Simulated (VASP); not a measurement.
Write the native input for VASP 6.6.1 that does the following.

| Property | Result |
| --- | --- |
| Task | relaxation of cell and atoms |
| Functional | PBE |
| Potentials or basis | VASP PAW PBE potentials, release 64 (B, Al, P, Ga_d, In_d) |
| Cutoff | 600 eV |
| k mesh | 2 × 2 × 2, shifted |
| Occupations | gaussian, width 0.1 eV |
| Spin | no spin polarisation |
| Dipole correction | no |
| Further INCAR settings | LREAL = Auto; ALGO = Normal; EDIFF = 1e-06; ISYM = 0; IBRION = 2; EDIFFG = -0.04; NSW = 70; ISIF = 3 |

The structure of AlInGa2B4P8 lies in POSCAR:

```
AlInGa2B4P8
1.0
   -4.9045905400      4.9045905400      0.0000000000
   -4.9045905400      0.0000000000      4.9045905400
    0.0000000000      4.9045905400      4.9045905400
B Al P Ga In
4 1 8 2 1
Direct
    0.9980473662      0.4944797632      0.0052183773
    0.9937581859      0.0092400220      0.4959591012
    0.5011924608      0.0017167197      0.4954427475
    0.5044572392      0.4983582393      0.5039587622
    0.5052443352      0.9972251657      0.9960781033
    0.8805354795      0.8733353560      0.3734300185
    0.3784020828      0.8748326734      0.3728804968
    0.8785087423      0.3749715213      0.3715240667
    0.8832636624      0.8705562307      0.8728697931
    0.3763249124      0.3698429164      0.3764338028
    0.3798487322      0.8736347422      0.8710850264
    0.8755884800      0.3795372190      0.8730117770
    0.3764412661      0.3757371575      0.8755605024
    0.0008422094      0.9957977631      0.0071963269
    0.4971596103      0.4998803637      0.0015311094
    0.0031975966      0.4939755808      0.4969326299
```

These files were run (other wordings do the same):

INCAR

```
ALGO = Normal
EDIFF = 1E-6
EDIFFG = -0.04
ENCUT = 600
GGA = PE
IBRION = 2
ISIF = 3
ISMEAR = 0
ISYM = 0
LASPH = True
LCHARG = False
LREAL = Auto
LWAVE = False
NELM = 100
NSW = 70
PREC = Accurate
SIGMA = 0.1
```

KPOINTS

```
Automatic mesh
0
Gamma
  2 2 2
  0.5 0.5 0.5
```

Potentials or basis: VASP PAW PBE potentials, release 64 (B, Al, P, Ga_d, In_d).

Launch:

```console
$ cat potpaw_PBE.64/B/POTCAR potpaw_PBE.64/Al/POTCAR potpaw_PBE.64/P/POTCAR potpaw_PBE.64/Ga_d/POTCAR potpaw_PBE.64/In_d/POTCAR > POTCAR
$ mpirun -np 1 vasp_std > vasp.out
```

Results of the run:

```
Relaxed volume                        : 16.71 Å³/atom
Relaxed cell                          : a = 7.230 Å, b = 7.230 Å, c = 7.306 Å, α = 59.31°, β = 59.30°, γ = 60.06°
Space group after relaxing (to 0.1 Å) : Cm (No. 8)
Energy gained by relaxing             : 460.2 meV/atom
Ionic steps                           : 18
Pressure after relaxing               : 0.0 GPa
Largest force after relaxing          : 0.035 eV/Å
Band gap on the k mesh                : 0.69 eV (least direct gap 0.89 eV)
```

Caveat: the k points lie up to 0.53 Å⁻¹ apart in the final cell; semilocal functionals underestimate gaps, and a narrow one can read as zero; spin-orbit coupling is left out, which moves the levels of the heavy elements; a shifted mesh leaves out Γ, where band edges can lie.

Wall time 38 min on 1 thread of Intel(R) Xeon(R) 6975P-C (Granite Rapids), with other jobs on the host, peak memory 0.57 GiB.
